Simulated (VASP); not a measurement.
# NaCuH2 (P-6m2) in VASP: further runs

Runs on NaCuH2. Level: PBE. Tasks: single point, relaxation of cell and atoms.

Program: VASP 6.6.1. These are calculated values, not measurements. Logs are shortened: lines on timing, memory, paths and dates and some standing lists are left out, and cuts for length are marked.

### 1 The cell of the first run

Symmetry: P-6m2, No. 187, hexagonal system. Conventional cell: a = 2.862 Å, b = 2.862 Å, c = 5.610 Å, α = 90.00°, β = 90.00°, γ = 120.00°. Na (site symmetry -6m2) has 6 H at 2.31 Å and 2 Cu at 2.81 Å and 6 Na at 2.86 Å within 3.1 Å. Within 2.9 Å of Cu (site symmetry -6m2) lie 6 H at 2.03 Å and 2 Na at 2.81 Å and 6 Cu at 2.86 Å. H (site symmetry 3m) has 3 Cu at 2.03 Å and 3 Na at 2.31 Å and 1 H at 2.37 Å within 2.7 Å.

### 2 Single point, PBE

File INCAR:

```
SYSTEM = NaCuH2
PREC = Accurate
ENCUT = 520
EDIFF = 1E-6
ISMEAR = 0
SIGMA = 0.1
LREAL = .False.
LASPH = .True.
NELM = 80
ALGO = Normal
ISIF = 2
LWAVE = .False.
LCHARG = .True.
GGA = PE
LELF = .True.
LVHAR = .True.
NBANDS = 18
```

File KPOINTS:

```
Automatic mesh
0
Gamma
  6 6 4
  0 0 0
```

File POSCAR:

```
NaCuH2
1.0
    2.8621972657      0.0000000000      0.0000000000
   -1.4310986328      2.4787355427      0.0000000000
    0.0000000000      0.0000000000      5.6103326625
Na Cu H
1 1 2
Direct
    0.0000000000      0.0000000000      0.5000000000
    0.0000000000      0.0000000000      0.0000000000
    0.3333333333      0.6666666667      0.2113371821
    0.3333333333      0.6666666667      0.7886628179
```

Potentials or basis: VASP PAW PBE potentials, release 64 (Na_pv, Cu, H).

On the command line:

```sh
$ cat potpaw_PBE.64/Na_pv/POTCAR potpaw_PBE.64/Cu/POTCAR potpaw_PBE.64/H/POTCAR > POTCAR
$ mpirun -np 1 vasp_std > vasp.out
```

OUTCAR:

```text
SYSTEM = NaCuH2
   PREC = Accurate
   ENCUT = 520
   EDIFF = 1E-6
   ISMEAR = 0
   LREAL = .False.
   LASPH = .True.
   NELM = 80
   ISIF = 2
   GGA = PE

 ion  position               nearest neighbor table
   1  0.000  0.000  0.500-
   2  0.000  0.000  0.000-
   3  0.333  0.667  0.211-
   4  0.333  0.667  0.789-

  LATTYP: Found a hexagonal cell.
 ALAT       =     2.8621972657
 C/A-ratio  =     1.9601488443

  Lattice vectors:

 A1 = (   2.8621972657,   0.0000000000,   0.0000000000)
 A2 = (  -1.4310986328,   2.4787355427,   0.0000000000)
 A3 = (   0.0000000000,   0.0000000000,   5.6103326625)

Analysis of symmetry for initial positions (statically):
=====================================================================
 Subroutine PRICEL returns:
 Original cell was already a primitive cell.

 Routine SETGRP: Setting up the symmetry group for a
 hexagonal supercell.

 Subroutine GETGRP returns: Found 12 space group operations
 (whereof 12 operations were pure point group operations)
 out of a pool of 24 trial point group operations.

The static configuration has the point symmetry D_3h.

Analysis of symmetry for dynamics (positions and initial velocities):
=====================================================================
 Subroutine PRICEL returns:
 Original cell was already a primitive cell.

 Routine SETGRP: Setting up the symmetry group for a
 hexagonal supercell.

 Subroutine GETGRP returns: Found 12 space group operations
 (whereof 12 operations were pure point group operations)
 out of a pool of 24 trial point group operations.

The dynamic configuration has the point symmetry D_3h.

 Subroutine INISYM returns: Found 12 space group operations
 (whereof 12 operations are pure point group operations),
 and found     1 'primitive' translations

----------------------------------------------------------------------------------------

                                     Primitive cell

  volume of cell :      39.8032

  direct lattice vectors                    reciprocal lattice vectors
     2.862197266  0.000000000  0.000000000     0.349381928  0.201715750  0.000000000
    -1.431098633  2.478735543  0.000000000     0.000000000  0.403431501  0.000000000
     0.000000000  0.000000000  5.610332663     0.000000000  0.000000000  0.178242550

  length of vectors
     2.862197266  2.862197266  5.610332663     0.403431501  0.403431501  0.178242550

  position of ions in fractional coordinates (direct lattice)
     0.000000000  0.000000000  0.500000000
     0.000000000  0.000000000  0.000000000
     0.333333333  0.666666667  0.211337182
     0.333333333  0.666666667  0.788662818

  ion indices of the primitive-cell ions
   primitive index   ion index
                 1           1
                 2           2
                 3           3
                 4           4

----------------------------------------------------------------------------------------

 KPOINTS: Automatic mesh

Automatic generation of k-mesh.
 Grid dimensions read from file:
 generate k-points for:    6    6    4

 Generating k-lattice:

  Cartesian coordinates                     Fractional coordinates (reciprocal lattice)
     0.058230321  0.033619292  0.000000000     0.166666667  0.000000000  0.000000000
     0.000000000  0.067238583  0.000000000     0.000000000  0.166666667  0.000000000
     0.000000000  0.000000000  0.044560637     0.000000000  0.000000000  0.250000000

  Length of vectors
     0.067238583  0.067238583  0.044560637

  Shift w.r.t. Gamma in fractional coordinates (k-lattice)
     0.000000000  0.000000000  0.000000000

 Subroutine IBZKPT returns following result:
 ===========================================

 Found     21 irreducible k-points:

 Following reciprocal coordinates:
            Coordinates               Weight
  0.000000  0.000000  0.000000      1.000000
  0.166667 -0.000000  0.000000      6.000000
  0.333333 -0.000000  0.000000      6.000000
  0.500000 -0.000000  0.000000      3.000000
  0.166667  0.166667  0.000000      6.000000
  0.333333  0.166667  0.000000     12.000000
[... 13 lines left out ...]
  0.333333  0.166667  0.500000     12.000000
  0.333333  0.333333  0.500000      2.000000
   k-points           NKPTS =     21   k-points in BZ     NKDIM =     21   number of bands    NBANDS=     18
   number of dos      NEDOS =    301   number of ions     NIONS =      4
   total plane-waves  NPLWV =  24192
   dimension x,y,z NGX =    24 NGY =   24 NGZ =   42
   dimension x,y,z NGXF=    48 NGYF=   48 NGZF=   84
   ions per type =               1   1   2
   NGX,Y,Z   is equivalent  to a cutoff of  13.94, 13.94, 12.45 a.u.
   NGXF,Y,Z  is equivalent  to a cutoff of  27.88, 27.88, 24.89 a.u.
 SYSTEM =  NaCuH2
   PREC   = accura    normal or accurate (medium, high low for compatibility)
   ISTART =      0    job   : 0-new  1-cont  2-samecut
   ICHARG =      2    charge: 1-file 2-atom 10-const
   ISPIN  =      1    spin polarized calculation?
   LNONCOLLINEAR =      F non collinear calculations
   LSORBIT =      F    spin-orbit coupling
   LASPH  =      T    aspherical Exc in radial PAW
   ENCUT  =  520.0 eV  38.22 Ry    6.18 a.u.   5.32  5.32 10.43*2*pi/ulx,y,z
   NELM   =     80;   NELMIN=  2; NELMDL= -5     # of ELM steps
   EDIFF  = 0.1E-05   stopping-criterion for ELM
   LREAL  =      F    real-space projection
   EDIFFG = 0.1E-04   stopping-criterion for IOM
   NSW    =      0    number of steps for IOM
   IBRION =     -1    ionic relax: 0-MD 1-quasi-New 2-CG
   NFREE  =      0    steps in history (QN), initial steepest desc. (CG)
   ISIF   =      2    stress and relaxation
   ISYM   =      2    0-nonsym 1-usesym 2-fastsym
   POTIM  = 0.5000    time-step for ionic-motion
   TEBEG  =    0.0;   TEEND  =   0.0 temperature during run
   PSTRESS=    0.0 pullay stress
   NELECT =      20.0000    total number of electrons
   NUPDOWN=      -1.0000    fix difference up-down
   EMIN   =  10.00;   EMAX   =-10.00  energy-range for DOS
   EFERMI =   0.00;   METHOD = LEGACY
   ISMEAR =     0;   SIGMA  =   0.10  broadening in eV -4-tet -1-fermi 0-gaus
   EFERMI_NEDOS =   21; number of points for ismear=-14 and -15
   IALGO  =     38    algorithm
   IMIX   =      4    mixing-type and parameters
     AMIX     =   0.40;   BMIX     =  1.00
     AMIX_MAG =   1.60;   BMIX_MAG =  1.00
  volume/ion in A,a.u.               =       9.95        67.15
  Fermi-wavevector in a.u.,A,eV,Ry     =   1.301504  2.459485 23.047067  1.693912
  Thomas-Fermi vector in A             =   2.432633
   LORBIT       =      0    0 simple, 1 ext, 2 COOP (PROOUT), +10 PAW based schemes
   GGA     = PE    functional components
   LHFCALC =     F    Hartree Fock is set to
   AEXX    =    0.0000 exact exchange contribution
   IVDW    =     0    specifies the selected vdW correction
   LEPSILON=     F    determine dielectric tensor
   LRPA    =     F    only Hartree local field effects (RPA)
 non-spin polarized calculation
 Gauss-broadening in eV      SIGMA  =   0.10
  energy-cutoff  :      520.00
  volume of cell :       39.80
 maximum number of plane-waves:      1089
 NGX is ok and might be reduce to    24
   NGX = 11   NGY = 11   NGZ = 21

 number of electron      20.0000007 magnetization

 Free energy of the ion-electron system (eV)
  ---------------------------------------------------
  ext. energy  EPLUGINS =         0.00000000
  ---------------------------------------------------
  free energy    TOTEN  =       -10.60887538 eV

  energy without entropy =      -10.60649728  energy(sigma->0) =      -10.60768633

 E-fermi :   4.0496     XC(G=0):  -9.8916

 val. band max:        3.9523159172   @ k =   0.3333   0.3333   0.2500
 cond. band min:       4.1037428352   @ k =   0.1667  -0.0000   0.0000
 fundamental gap:      0.1514269180
 Fermi energy:         4.0496347868

 k-point     1 :       0.0000    0.0000    0.0000
  band No.  band energies     occupation
      1     -21.1534      2.00000
      2     -21.1064      2.00000
      3     -21.1064      2.00000
      4      -5.2940      2.00000
      5      -1.5418      2.00000
      6       0.2128      2.00000
[... 10 lines left out ...]
     17      19.6009      0.00000
     18      20.7411      0.00000

 k-point     2 :       0.1667   -0.0000    0.0000
  band No.  band energies     occupation
      1     -21.1908      2.00000
      2     -21.1371      2.00000
      3     -21.1242      2.00000
      4      -4.6563      2.00000
      5      -1.3101      2.00000
      6       0.4619      2.00000
[... 10 lines left out ...]
     17      17.5057      0.00000
     18      19.0646      0.00000

 k-point     3 :       0.3333   -0.0000    0.0000
  band No.  band energies     occupation
      1     -21.3553      2.00000
      2     -21.1596      2.00000
      3     -21.1046      2.00000
      4      -2.9674      2.00000
      5      -0.8809      2.00000
      6       0.4903      2.00000
[... 10 lines left out ...]
     17      16.7910      0.00000
     18      18.2550      0.00000

 k-point     4 :       0.5000   -0.0000    0.0000
  band No.  band energies     occupation
      1     -21.4355      2.00000
      2     -21.1772      2.00000
      3     -21.0883      2.00000
      4      -1.6923      2.00000
      5      -0.6976      2.00000
      6       0.6975      2.00000
[... 312 lines left out ...]
      4      -3.1453      2.00000
      5      -1.5739      2.00000
      6       0.6283      2.00000
[... 10 lines left out ...]
     17      19.0925      0.00000
     18      19.6289      0.00000

 k-point    20 :       0.3333    0.1667    0.5000
  band No.  band energies     occupation
      1     -21.3925      2.00000
      2     -21.2212      2.00000
      3     -21.0893      2.00000
      4      -1.6241      2.00000
      5      -0.8177      2.00000
      6       0.6897      2.00000
[... 10 lines left out ...]
     17      16.4051      0.00000
     18      16.8519      0.00000

 k-point    21 :       0.3333    0.3333    0.5000
  band No.  band energies     occupation
      1     -21.3350      2.00000
      2     -21.3282      2.00000
      3     -21.0812      2.00000
      4      -1.1415      2.00000
      5      -0.5144      2.00000
      6       0.8179      2.00000
[... 10 lines left out ...]
     17      15.2402      0.00000
     18      16.9183      0.00000

------------------------ aborting loop because EDIFF is reached ----------------------------------------

  FORCE on cell =-STRESS in cart. coord.  units (eV):
  Direction    XX          YY          ZZ          XY          YZ          ZX
  --------------------------------------------------------------------------------------
  -------------------------------------------------------------------------------------
  Total        0.0650189      0.0650189      0.0913817      0.0000000     -0.0000000      0.0000000
  in kB        2.6171710      2.6171710      3.6783375      0.0000000     -0.0000000      0.0000000
  external PRESSURE =       2.9708932 kB  Pullay stress =       0.0000000 kB

 VOLUME and BASIS-vectors are now :
 -----------------------------------------------------------------------------
  energy-cutoff  :      520.00
  volume of cell :       39.80
      direct lattice vectors                 reciprocal lattice vectors
     2.862197266  0.000000000  0.000000000     0.349381928  0.201715750  0.000000000
    -1.431098633  2.478735543  0.000000000     0.000000000  0.403431501  0.000000000
     0.000000000  0.000000000  5.610332663     0.000000000  0.000000000  0.178242550

 POSITION                                       TOTAL-FORCE (eV/Angst)
 -----------------------------------------------------------------------------------
      0.00000      0.00000      2.80517         0.000000      0.000000      0.000000
      0.00000      0.00000      0.00000        -0.000000     -0.000000      0.000000
     -0.00000      1.65249      1.18567         0.000000      0.000000     -0.005404
     -0.00000      1.65249      4.42466         0.000000      0.000000      0.005404
 -----------------------------------------------------------------------------------
    total drift:                               -0.000000      0.000000      0.000000

  FREE ENERGIE OF THE ION-ELECTRON SYSTEM (eV)
  ---------------------------------------------------
  free  energy   TOTEN  =       -10.6088753764 eV

  energy  without entropy=      -10.6064972845  energy(sigma->0) =      -10.60768633
```

Run time: 27 s. Hardware: 1 thread of AMD EPYC 7R13, shared host; peak memory 0.13 GiB.

Results:

* Free energy: -10.6089 eV
* Pressure: 0.3 GPa
* Largest force: 0.005 eV/Å
* Band gap on the k mesh: zero (bands 10 and 11 overlap by 0.65 eV)

Forces on the atoms (eV/Å):
```
Na   0.000  0.000  0.000
Cu   0.000  0.000  0.000
H    0.000  0.000 -0.005
H    0.000  0.000  0.005
```

Caveat: the k points lie up to 0.42 Å⁻¹ apart, too coarse for converged energies and pressures of a metal.

(Continued in part 2 of 3.)

The gap in the log of VASP goes by the Fermi energy; the results here count the filled bands.